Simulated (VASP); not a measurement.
# GaC2H6 in VASP: single point with PBEsol

Aim: the single point of GaC2H6 with PBEsol.

Everything below comes from runs of VASP 6.6.1. Logs are shortened: lines on timing, memory, paths and dates and some standing lists are left out, and cuts for length are marked.

### 1 The cell of the first run

The cell holds a molecule in a box, 9 atoms: a = 15.000 Å, b = 15.500 Å, c = 16.000 Å, α = 90.00°, β = 90.00°, γ = 90.00°.

### 2 Single point, PBEsol, collinear spin, ferromagnetic start

The input, INCAR:

```
SYSTEM = GaH6C2
PREC     = Accurate       ! precision mode
ENCUT    = 520            ! plane-wave cutoff, eV
EDIFF    = 1E-6           ! SCF threshold, eV
ISMEAR   = 0              ! smearing method
SIGMA    = 0.005          ! smearing width, eV
LREAL    = .FALSE.        ! projectors in reciprocal space
LASPH    = .TRUE.         ! aspherical terms in the spheres
NELM     = 150            ! most SCF steps
ALGO     = Normal         ! electronic algorithm
ISIF     = 2              ! what is computed and relaxed
LWAVE    = .FALSE.        ! write WAVECAR
LCHARG   = .TRUE.         ! write CHGCAR
ISPIN    = 2              ! spin polarisation
MAGMOM   = 1 0 0 0 0 0 0 0 0 ! initial moments
LORBIT   = 11             ! projections on sites
GGA      = PS             ! functional
LELF     = .TRUE.         ! ELF
LVHAR    = .TRUE.       
ISYM     = 0            
NBANDS   = 28             ! bands
```

The input, KPOINTS:

```
Automatic mesh
0
G
  1 1 1
  0 0 0
```

The input, POSCAR:

```
GaH6C2
1.0
   15.0000000000      0.0000000000      0.0000000000
    0.0000000000     15.5000000000      0.0000000000
    0.0000000000      0.0000000000     16.0000000000
Ga C H
1 2 6
Direct
    0.4999514545      0.4997139337      0.4371716975
    0.6143421082      0.5000139553      0.4995511671
    0.3846779438      0.4999721947      0.4979389586
    0.6024294070      0.4987981506      0.5674841285
    0.6545417887      0.4435966831      0.4815148834
    0.6527641415      0.5581525881      0.4832547944
    0.3265601632      0.5013634183      0.4563294880
    0.3816910619      0.4416006684      0.5373076636
    0.3830419309      0.5567884077      0.5394472189
```

Potentials or basis: VASP PAW PBE potentials, release 64 (Ga_d, C, H).

The run is started by

```console
$ cat potpaw_PBE.64/Ga_d/POTCAR potpaw_PBE.64/C/POTCAR potpaw_PBE.64/H/POTCAR > POTCAR
$ mpirun -np 1 vasp_gam > vasp.out
```

OUTCAR:

```text
SYSTEM = GaH6C2
   PREC = Accurate
   ENCUT = 520
   EDIFF = 1E-6
   ISMEAR = 0
   LREAL = .FALSE.
   LASPH = .TRUE.
   NELM = 150
   ISIF = 2
   ISPIN = 2
   LORBIT = 11
   GGA = PS
   ISYM = 0

 ion  position               nearest neighbor table
   1  0.500  0.500  0.437-   3 1.98   2 1.99
   2  0.614  0.500  0.500-   5 1.10   6 1.10   4 1.10   1 1.99
   3  0.385  0.500  0.498-   7 1.10   9 1.10   8 1.10   1 1.98
   4  0.602  0.499  0.567-   2 1.10
   5  0.655  0.444  0.482-   2 1.10
   6  0.653  0.558  0.483-   2 1.10
   7  0.327  0.501  0.456-   3 1.10
   8  0.382  0.442  0.537-   3 1.10
   9  0.383  0.557  0.539-   3 1.10

IMPORTANT INFORMATION: All symmetrisations will be switched off!
NOSYMM: (Re-)initialisation of all symmetry stuff for point group C_1.

----------------------------------------------------------------------------------------

                                     Primitive cell

  volume of cell :    3720.0000

  direct lattice vectors                    reciprocal lattice vectors
    15.000000000  0.000000000  0.000000000     0.066666667  0.000000000  0.000000000
     0.000000000 15.500000000  0.000000000     0.000000000  0.064516129  0.000000000
     0.000000000  0.000000000 16.000000000     0.000000000  0.000000000  0.062500000

  length of vectors
    15.000000000 15.500000000 16.000000000     0.066666667  0.064516129  0.062500000

  position of ions in fractional coordinates (direct lattice)
     0.499951454  0.499713934  0.437171697
     0.614342108  0.500013955  0.499551167
     0.384677944  0.499972195  0.497938959
     0.602429407  0.498798151  0.567484128
     0.654541789  0.443596683  0.481514883
     0.652764142  0.558152588  0.483254794
     0.326560163  0.501363418  0.456329488
     0.381691062  0.441600668  0.537307664
     0.383041931  0.556788408  0.539447219

  ion indices of the primitive-cell ions
   primitive index   ion index
                 1           1
                 2           2
                 3           3
                 4           4
                 5           5
                 6           6
                 7           7
                 8           8
                 9           9

----------------------------------------------------------------------------------------

 KPOINTS: Automatic mesh

Automatic generation of k-mesh.
 Grid dimensions read from file:
 generate k-points for:    1    1    1

 Generating k-lattice:

  Cartesian coordinates                     Fractional coordinates (reciprocal lattice)
     0.066666667  0.000000000  0.000000000     1.000000000  0.000000000  0.000000000
     0.000000000  0.064516129  0.000000000     0.000000000  1.000000000  0.000000000
     0.000000000  0.000000000  0.062500000     0.000000000  0.000000000  1.000000000

  Length of vectors
     0.066666667  0.064516129  0.062500000

  Shift w.r.t. Gamma in fractional coordinates (k-lattice)
     0.000000000  0.000000000  0.000000000

 Subroutine IBZKPT returns following result:
 ===========================================

 Found      1 irreducible k-points:

 Following reciprocal coordinates:
            Coordinates               Weight
  0.000000  0.000000  0.000000      1.000000
   k-points           NKPTS =      1   k-points in BZ     NKDIM =      1   number of bands    NBANDS=     28
   number of dos      NEDOS =    301   number of ions     NIONS =      9
   total plane-waves  NPLWV = ******
   dimension x,y,z NGX =   112 NGY =  120 NGZ =  120
   dimension x,y,z NGXF=   224 NGYF=  240 NGZF=  240
   ions per type =               1   2   6
   NGX,Y,Z   is equivalent  to a cutoff of  12.41, 12.87, 12.47 a.u.
   NGXF,Y,Z  is equivalent  to a cutoff of  24.83, 25.74, 24.94 a.u.
 SYSTEM =  GaH6C2
   PREC   = accura    normal or accurate (medium, high low for compatibility)
   ISTART =      0    job   : 0-new  1-cont  2-samecut
   ICHARG =      2    charge: 1-file 2-atom 10-const
   ISPIN  =      2    spin polarized calculation?
   LNONCOLLINEAR =      F non collinear calculations
   LSORBIT =      F    spin-orbit coupling
   LASPH  =      T    aspherical Exc in radial PAW
   ENCUT  =  520.0 eV  38.22 Ry    6.18 a.u.  27.89 28.82 29.75*2*pi/ulx,y,z
   NELM   =    150;   NELMIN=  2; NELMDL= -5     # of ELM steps
   EDIFF  = 0.1E-05   stopping-criterion for ELM
   LREAL  =      F    real-space projection
   EDIFFG = 0.1E-04   stopping-criterion for IOM
   NSW    =      0    number of steps for IOM
   IBRION =     -1    ionic relax: 0-MD 1-quasi-New 2-CG
   NFREE  =      0    steps in history (QN), initial steepest desc. (CG)
   ISIF   =      2    stress and relaxation
   ISYM   =      0    0-nonsym 1-usesym 2-fastsym
   POTIM  = 0.5000    time-step for ionic-motion
   TEBEG  =    0.0;   TEEND  =   0.0 temperature during run
   PSTRESS=    0.0 pullay stress
   NELECT =      27.0000    total number of electrons
   NUPDOWN=      -1.0000    fix difference up-down
   EMIN   =  10.00;   EMAX   =-10.00  energy-range for DOS
   EFERMI =   0.00;   METHOD = LEGACY
   ISMEAR =     0;   SIGMA  =   0.01  broadening in eV -4-tet -1-fermi 0-gaus
   EFERMI_NEDOS =   21; number of points for ismear=-14 and -15
   IALGO  =     38    algorithm
   IMIX   =      4    mixing-type and parameters
     AMIX     =   0.40;   BMIX     =  1.00
     AMIX_MAG =   1.60;   BMIX_MAG =  1.00
  volume/ion in A,a.u.               =     413.33      2789.31
  Fermi-wavevector in a.u.,A,eV,Ry     =   0.316968  0.598982  1.366958  0.100469
  Thomas-Fermi vector in A             =   1.200498
   LORBIT       =     11    0 simple, 1 ext, 2 COOP (PROOUT), +10 PAW based schemes
   GGA     = PS    functional components
   LHFCALC =     F    Hartree Fock is set to
   AEXX    =    0.0000 exact exchange contribution
   IVDW    =     0    specifies the selected vdW correction
   LEPSILON=     F    determine dielectric tensor
   LRPA    =     F    only Hartree local field effects (RPA)
 spin polarized calculation
 Gauss-broadening in eV      SIGMA  =   0.01
  energy-cutoff  :      520.00
  volume of cell :     3720.00
 maximum number of plane-waves:     50071
 NGX is ok and might be reduce to   112
   NGX = 55   NGY = 57   NGZ = 59

 number of electron      27.0000007 magnetization       1.0000000

 Free energy of the ion-electron system (eV)
  ---------------------------------------------------
  ext. energy  EPLUGINS =         0.00000000
  ---------------------------------------------------
  free energy    TOTEN  =       -41.27589068 eV

  energy without entropy =      -41.27589068  energy(sigma->0) =      -41.27589068

 E-fermi :  -3.7241     XC(G=0):  -0.4279

 val. band max:       -3.7713316911   @ k =   0.0000   0.0000   0.0000
 cond. band min:      -2.6180849091   @ k =   0.0000   0.0000   0.0000
 fundamental gap:      1.1532467819
 Fermi energy:        -3.7241141868

 spin component 1

 k-point     1 :       0.0000    0.0000    0.0000
  band No.  band energies     occupation
      1     -18.6276      1.00000
      2     -18.4864      1.00000
      3     -18.4834      1.00000
      4     -18.3920      1.00000
      5     -18.3251      1.00000
      6     -16.5716      1.00000
[... 17 lines left out ...]
     24       0.8707      0.00000
     25       0.9022      0.00000
 Fermi energy:        -3.7241141868

 spin component 2

 k-point     1 :       0.0000    0.0000    0.0000
  band No.  band energies     occupation
      1     -18.5572      1.00000
      2     -18.3890      1.00000
      3     -18.3832      1.00000
      4     -18.3536      1.00000
      5     -18.2275      1.00000
      6     -16.4485      1.00000
[... 17 lines left out ...]
     24       0.9839      0.00000
     25       1.0203      0.00000
 [bands above 25 left out]

------------------------ aborting loop because EDIFF is reached ----------------------------------------

  FORCE on cell =-STRESS in cart. coord.  units (eV):
  Direction    XX          YY          ZZ          XY          YZ          ZX
  --------------------------------------------------------------------------------------
  -------------------------------------------------------------------------------------
  Total       -0.0829472      0.0048552     -0.0204092     -0.0000763     -0.0003078      0.0037815
  in kB       -0.0357247      0.0020911     -0.0087901     -0.0000329     -0.0001326      0.0016287
  external PRESSURE =      -0.0141412 kB  Pullay stress =       0.0000000 kB

 VOLUME and BASIS-vectors are now :
 -----------------------------------------------------------------------------
  energy-cutoff  :      520.00
  volume of cell :     3720.00
      direct lattice vectors                 reciprocal lattice vectors
    15.000000000  0.000000000  0.000000000     0.066666667  0.000000000  0.000000000
     0.000000000 15.500000000  0.000000000     0.000000000  0.064516129  0.000000000
     0.000000000  0.000000000 16.000000000     0.000000000  0.000000000  0.062500000

 POSITION                                       TOTAL-FORCE (eV/Angst)
 -----------------------------------------------------------------------------------
      7.49927      7.74557      6.99475        -0.004244     -0.000509      0.011484
      9.21513      7.75022      7.99282        -0.039174     -0.000258     -0.023642
      5.77017      7.74957      7.96702         0.036402      0.001227     -0.023036
      9.03644      7.73137      9.07975        -0.007537     -0.000934      0.036737
      9.81813      6.87575      7.70424         0.019024     -0.026794     -0.009510
      9.79146      8.65137      7.73208         0.018704      0.028093     -0.008320
      4.89840      7.77113      7.30127        -0.025184      0.000404     -0.021453
      5.72537      6.84481      8.59692         0.000905     -0.028762      0.018565
      5.74563      8.63022      8.63116         0.001103      0.027532      0.019175
 -----------------------------------------------------------------------------------
    total drift:                               -0.000072      0.000006     -0.000096

  FREE ENERGIE OF THE ION-ELECTRON SYSTEM (eV)
  ---------------------------------------------------
  free  energy   TOTEN  =       -41.2758906850 eV

  energy  without entropy=      -41.2758906850  energy(sigma->0) =      -41.27589068

 total charge

# of ion       s       p       d       tot
------------------------------------------
    1        0.983   0.697   9.991  11.672
    2        0.833   1.740   0.000   2.573
    3        0.833   1.739   0.000   2.572
    4        0.622   0.044   0.000   0.667
    5        0.622   0.044   0.000   0.666
    6        0.621   0.044   0.000   0.666
    7        0.627   0.045   0.000   0.672
    8        0.619   0.044   0.000   0.663
    9        0.619   0.044   0.000   0.663
--------------------------------------------------
tot          6.380   4.442   9.991  20.814

 magnetization (x)

# of ion       s       p       d       tot
------------------------------------------
    1        0.081   0.213   0.009   0.304
    2        0.014   0.057   0.000   0.071
    3        0.014   0.060   0.000   0.074
    4        0.009   0.001   0.000   0.010
    5       -0.002   0.001   0.000  -0.001
    6       -0.002   0.001   0.000  -0.001
    7       -0.001   0.001   0.000   0.000
    8        0.002   0.001   0.000   0.003
    9        0.003   0.001   0.000   0.003
--------------------------------------------------
tot          0.118   0.335   0.009   0.463
```

Wall time 21 min (1 thread of Intel Xeon Platinum 8259CL at 2.50GHz (Skylake/Cascade Lake), shared host); peak memory 3.6 GiB.

Results:

| Quantity | Value |
| --- | --- |
| Free energy | -41.2759 eV |
| Largest force | 0.046 eV/Å |
| Gap between the frontier levels | 1.15 eV |
| Net moment | 1.00 μB per cell |
| Site moments | Ga +0.30; C +0.07; H +0.01, -0.00, +0.00 μB |
| Valence electrons inside the program's atomic spheres | Ga 11.67; C 2.57; H 0.67, 0.66 |

Forces in eV/Å, atoms in the order of the input:
```
Ga  -0.004 -0.001  0.011
C   -0.039  0.000 -0.024
C    0.036  0.001 -0.023
H   -0.008 -0.001  0.037
H    0.019 -0.027 -0.010
H    0.019  0.028 -0.008
H   -0.025  0.000 -0.021
H    0.001 -0.029  0.019
H    0.001  0.028  0.019
```

Levels at points of the mesh, in eV from the valence-band top:
Spin up:
```
           k point  band 10  band 11  band 12  band 13  band 14  band 15  band 16  band 17  band 18  band 19
(0.00, 0.00, 0.00)    -5.73    -5.52    -5.51    -2.71     0.00     1.94     3.32     3.77     3.90     4.14
```
Spin down:
```csv
k point,band 10,band 11,band 12,band 13,band 14,band 15,band 16,band 17
"(0.00, 0.00, 0.00)",-5.52,-5.46,-5.42,-2.42,1.15,2.42,3.46,3.93
```

Caveat: the PAW data sets were made with another functional, which shifts forces and pressure a little.
